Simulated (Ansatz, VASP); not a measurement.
## One calculation of Hf, two programs

```
Hf
1.0
     3.20451    0.00000    0.00000
    -1.60225    2.77518    0.00000
     0.00000    0.00000    5.07382
Hf
2
Direct
  0.33333 0.66667 0.25000
  0.66667 0.33333 0.75000
```

Alike in both runs: task single point; functional PBE; k mesh 2 × 2 × 1; occupations fermi-dirac, width 0.1 eV; no spin polarisation.

|  | VASP | Ansatz |
| --- | --- | --- |
| version | VASP 6.6.1 | Ansatz 0.2.0 |
| potentials or method | VASP PAW PBE potentials, release 64 (Hf_pv), cutoff 520 eV | plane waves (420 eV) with PAW, scalar-relativistic |
| valence electrons in the cell | 20 | 52 |

VASP gave:

```
pressure (GPa)                                                : -2.3
traceless stress, the component that is largest in VASP (GPa) : -4.39
```

Question: Which values does Ansatz return?

Answer: Pressure (GPa): -1.9; traceless stress, the component that is largest in VASP (GPa): -4.71.

VASP's potentials hold 20 valence electrons a cell and Ansatz's 52, so a difference there can come from the potentials and not from the codes.

The k mesh is coarse, so the values compare programs but aren't converged. Neither program's run includes spin-orbit coupling.
